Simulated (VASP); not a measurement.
Here is a VASP 6.6.1 calculation.

POSCAR

```
SiC
1.0
    0.0000000000      2.1912964221      2.1912964221
    2.1912964221      0.0000000000      2.1912964221
    2.1912964221      2.1912964221      0.0000000000
Si C
1 1
Direct
    0.0000000000      0.0000000000      0.0000000000
    0.7500000000      0.7500000000      0.7500000000
```

The input INCAR.step1:

```
SYSTEM = SiC
ALGO = Normal ; EDIFF = 1E-5
ENCUT = 660 ; GGA = PE
GGA_COMPAT = .False. ; ISMEAR = 0
LASPH = .True. ; LCHARG = .False.
LREAL = .False. ; LWAVE = .True.
NBANDS = 11 ; NELM = 120
PREC = Accurate ; SIGMA = 0.05
```

INCAR.step2

```
SYSTEM = SiC
ALGO = Normal ; EDIFF = 1E-6
ENCUT = 660 ; GGA_COMPAT = .False.
ISIF = 2 ; ISMEAR = 0
ISTART = 1 ; LASPH = .True.
LCHARG = .True. ; LELF = .True.
LMIXTAU = .True. ; LREAL = .False.
LVHAR = .True. ; LWAVE = .False.
METAGGA = R2SCAN ; NBANDS = 11
NELM = 120 ; PREC = Accurate
SIGMA = 0.05
```

Contents of KPOINTS:

```
k-points
0
Gamma
  10 10 10
  0 0 0
```

Potentials or basis: VASP PAW PBE potentials, release 64 (Si, C).

Command:

```console
$ cat potpaw_PBE.64/Si/POTCAR potpaw_PBE.64/C/POTCAR > POTCAR
$ cp INCAR.step1 INCAR
$ mpirun -np 1 vasp_std > vasp.out
$ cp INCAR.step2 INCAR
$ mpirun -np 1 vasp_std > vasp.out
```

Task: Estimate the pressure.

Result: -4.3 GPa.

Task: What does it give for the band gap on the k mesh?

Result: 1.74 eV (least direct gap 5.04 eV).

Caveat: the cell stands under tension; the PAW data sets were made with another functional, which shifts forces and pressure a little. r2SCAN opens gaps a little over a GGA but as a rule still falls short of measured ones.
